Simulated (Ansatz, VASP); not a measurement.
# W: VASP beside Ansatz

```
W
1.0
     5.04888    0.00000    0.00000
     0.00000    5.04888    0.00000
     0.00000    0.00000    5.04888
W
8
Direct
  0.00000 0.00000 0.00000
  0.50000 0.50000 0.50000
  0.00000 0.50000 0.25000
  0.00000 0.50000 0.75000
  0.25000 0.00000 0.50000
  0.75000 0.00000 0.50000
  0.50000 0.75000 0.00000
  0.50000 0.25000 0.00000
```

Change from the starting cell: volume scaled by 0.98, ions relaxed.

Alike in both runs: functional PBE; k mesh 9 × 9 × 9; occupations fermi-dirac, width 0.05 eV; no spin polarisation.

Ansatz relaxed the structure, and its values are those at the end. VASP's run is a single point on that final structure, the one shown.

```csv
,VASP,Ansatz
version,VASP 6.6.1,Ansatz 0.2.0
potentials or method,"VASP PAW PBE potentials, release 64 (W_sv)","plane-wave PAW, scalar-relativistic"
plane-wave cutoff (eV),520,420
valence electrons in the cell,112,112
```

```tsv
	VASP	Ansatz	Ansatz less VASP
pressure (GPa)	6.3	5.6	-0.66
```

Ansatz's warnings: stress scf threshold loose.

Spin-orbit coupling is off throughout.
